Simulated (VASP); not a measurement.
**SiC: relaxation of the atoms with PBE**

System: SiC, a slab with vacuum.

```
Si C
1.0
     3.09192    0.00000    0.00000
     0.00000    5.07428    0.00000
     0.00000    0.00000   19.57020
Si C
4 4
Direct
  0.00000 0.56208 0.40878
  0.50000 0.06208 0.45439
  0.50000 0.56208 0.54561
  0.00000 0.06208 0.59122
  0.00000 0.93792 0.40878
  0.50000 0.43792 0.45439
  0.50000 0.93792 0.54561
  0.00000 0.43792 0.59122
```

| Quantity | Value |
| --- | --- |
| Program | VASP 6.6.1 |
| Task | relaxation of the atoms |
| Functional | PBE |
| Potentials or basis | VASP PAW PBE potentials, release 64 (Si, C) |
| Cutoff | 520 eV |
| k mesh | 8 × 5 × 1 |
| Occupations | fermi-dirac, width 0.02 eV |
| Spin | no spin polarisation |
| Dipole correction | yes |
| Further INCAR settings | ALGO = Normal; EDIFF = 1e-07; IBRION = 2; EDIFFG = -0.01; NSW = 60 |

| Property | Result |
| --- | --- |
| Energy gained by relaxing | 192.1 meV/atom |
| Ionic steps | 20 |
| Largest force after relaxing | 0.010 eV/Å |
| Band gap on the k mesh | 1.26 eV (least direct gap 2.02 eV) |

Forces on the atoms (eV/Å):
```
Si   0.000 -0.006  0.005
Si   0.000  0.009 -0.004
Si   0.000  0.009  0.004
Si   0.000 -0.006 -0.005
C    0.000  0.001 -0.001
C    0.000 -0.004 -0.009
C    0.000 -0.004  0.009
C    0.000  0.001  0.001
```

The path:
```csv
step,energy change (eV),largest force (eV/Å),pressure (GPa)
1,0.0000,3.0368,-2.07
2,-1.1914,1.9192,0.03
3,-1.1981,2.1123,0.26
4,-1.4318,1.0965,1.15
5,-1.4389,0.9160,0.99
6,-1.5028,0.4414,1.71
7,-1.5060,0.3693,1.58
8,-1.5212,0.2840,1.69
9,-1.5246,0.3011,1.78
10,-1.5338,0.1119,1.74
11,-1.5341,0.1136,1.74
12,-1.5357,0.0840,1.68
13,-1.5359,0.0801,1.66
14,-1.5363,0.0570,1.60
15,-1.5364,0.0404,1.61
16,-1.5365,0.0338,1.57
17,-1.5365,0.0270,1.58
18,-1.5366,0.0151,1.56
19,-1.5366,0.0101,1.55
20,-1.5366,0.0097,1.55
```

Final structure:
```yaml
crystal:
  lattice:
    - [3.09192, 0.00000, 0.00000]
    - [0.00000, 5.07428, 0.00000]
    - [0.00000, 0.00000, 19.57020]
  atoms:
    - { symbol: Si, position: [0.00000, 0.58573, 0.42355] }
    - { symbol: Si, position: [0.50000, 0.05870, 0.44736] }
    - { symbol: Si, position: [0.50000, 0.55870, 0.55264] }
    - { symbol: Si, position: [0.00000, 0.08573, 0.57645] }
    - { symbol: C, position: [0.00000, 0.92729, 0.41307] }
    - { symbol: C, position: [0.50000, 0.42828, 0.45128] }
    - { symbol: C, position: [0.50000, 0.92828, 0.54872] }
    - { symbol: C, position: [0.00000, 0.42729, 0.58693] }
```

Levels at points of the mesh, in eV from the valence-band top:
| k point | band 13 | band 14 | band 15 | band 16 | band 17 | band 18 | band 19 | band 20 |
| --- | --- | --- | --- | --- | --- | --- | --- | --- |
| (0.00, 0.00, 0.00) | -1.59 | -1.21 | -0.99 | -0.15 | 2.10 | 2.86 | 3.19 | 3.71 |
| (0.50, 0.00, 0.00) | -3.74 | -1.79 | -1.63 | -0.70 | 1.51 | 3.14 | 3.98 | 4.29 |

Run time: 26 min on 1 thread of Oxide Virtual Turin-like Processor (shared host), peak memory 0.39 GiB.
